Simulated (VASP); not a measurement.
Input of a VASP 6.6.1 run:

File INCAR:

```
PREC     = Accurate       # precision mode
ENCUT    = 600            # plane-wave cutoff, eV
EDIFF    = 1E-6           # SCF threshold, eV
ISMEAR   = 0              # smearing method
SIGMA    = 0.1            # smearing width, eV
LREAL    = False          # projectors in reciprocal space
LASPH    = True           # aspherical terms in the spheres
NELM     = 80             # most SCF steps
ALGO     = Fast           # electronic algorithm
ISIF     = 4              # what is computed and relaxed
LWAVE    = False          # write WAVECAR
LCHARG   = False          # write CHGCAR
GGA      = PE             # functional
IBRION   = 2              # ionic algorithm
NSW      = 50             # ionic steps
EDIFFG   = -0.01          # ionic threshold
```

Contents of KPOINTS:

```
Automatic mesh
0
Gamma
  15 15 8
```

The input POSCAR:

```
Lu
1.0
    3.3607637388      0.0000000000      0.0000000000
   -1.6803818694      2.9105067739      0.0000000000
    0.0000000000      0.0000000000      5.2335066986
Lu
2
Direct
    0.3333333333      0.6666666667      0.2500000000
    0.6666666667      0.3333333333      0.7500000000
```

Potentials or basis: VASP PAW PBE potentials, release 64 (Lu).

The run is started by

```sh
$ cat potpaw_PBE.64/Lu/POTCAR > POTCAR
$ mpirun -np 1 vasp_std > vasp.out
```

(1) Predict the band gap on the k mesh.

Answers

(1) zero (bands 25 and 26 overlap by 1.96 eV).

Caveat: spin-orbit coupling is left out, which moves the levels of the heavy elements.
